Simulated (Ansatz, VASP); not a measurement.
**AlP in VASP and in Ansatz**

The input INCAR:

```
SYSTEM = AlP
PREC     = Accurate       ! precision mode
ENCUT    = 500            ! plane-wave cutoff, eV
EDIFF    = 1E-6           ! SCF threshold, eV
ISMEAR   = 0              ! smearing method
SIGMA    = 0.05           ! smearing width, eV
LREAL    = .FALSE.        ! projectors in reciprocal space
LASPH    = .TRUE.         ! aspherical terms in the spheres
NELM     = 120            ! most SCF steps
ALGO     = Normal         ! electronic algorithm
ISIF     = 2              ! what is computed and relaxed
LWAVE    = .FALSE.        ! write WAVECAR
LCHARG   = .FALSE.        ! write CHGCAR
GGA      = PS             ! functional
NBANDS   = 11             ! bands
GGA_COMPAT= .FALSE.
```

Contents of KPOINTS:

```
regular mesh
0
G
  8 8 8
  0 0 0
```

File POSCAR:

```
AlP
1.0
    0.0000000000      2.7255000000      2.7255000000
    2.7255000000      0.0000000000      2.7255000000
    2.7255000000      2.7255000000      0.0000000000
Al P
1 1
Direct
    0.0000000000      0.0000000000      0.0000000000
    0.7500000000      0.7500000000      0.7500000000
```

Input for Ansatz:

```yaml
crystal:
  lattice:
    - [0.0, 2.7255, 2.7255]
    - [2.7255, 0.0, 2.7255]
    - [2.7255, 2.7255, 0.0]
  atoms:
    - { symbol: Al, position: [0.0, 0.0, 0.0] }
    - { symbol: P, position: [0.75, 0.75, 0.75] }
basis:
  ecutwfc: 420
kpoints:
  mp_grid: { grid: [8, 8, 8] }
hamiltonian:
  xc: pbesol
scf:
  occupations: { method: gaussian, width: 0.05 }
output:
  forces: true
  stress: true
  eigenvalues: true
```

Alike in both runs: task single point; functional PBEsol; k mesh 8 × 8 × 8; occupations gaussian, width 0.05 eV; no spin polarisation.

|  | VASP | Ansatz |
| --- | --- | --- |
| version | VASP 6.6.1 | Ansatz 0.2.0 |
| potentials or method | VASP PAW PBE potentials, release 64 (Al, P), cutoff 500 eV | scalar-relativistic, plane waves, PAW |
| valence electrons in the cell | 8 | 8 |

|  | VASP | Ansatz | Ansatz less VASP |
| --- | --- | --- | --- |
| gap on the k mesh at the Fermi level (eV) | 1.43 | 1.43 | +0.003 |
| least direct gap on the mesh (eV) | 3.25 | 3.24 | -0.006 |
| pressure (GPa) | 1.0 | 1.0 | -0.04 |

VASP's potentials were made for PBE, not for PBEsol.
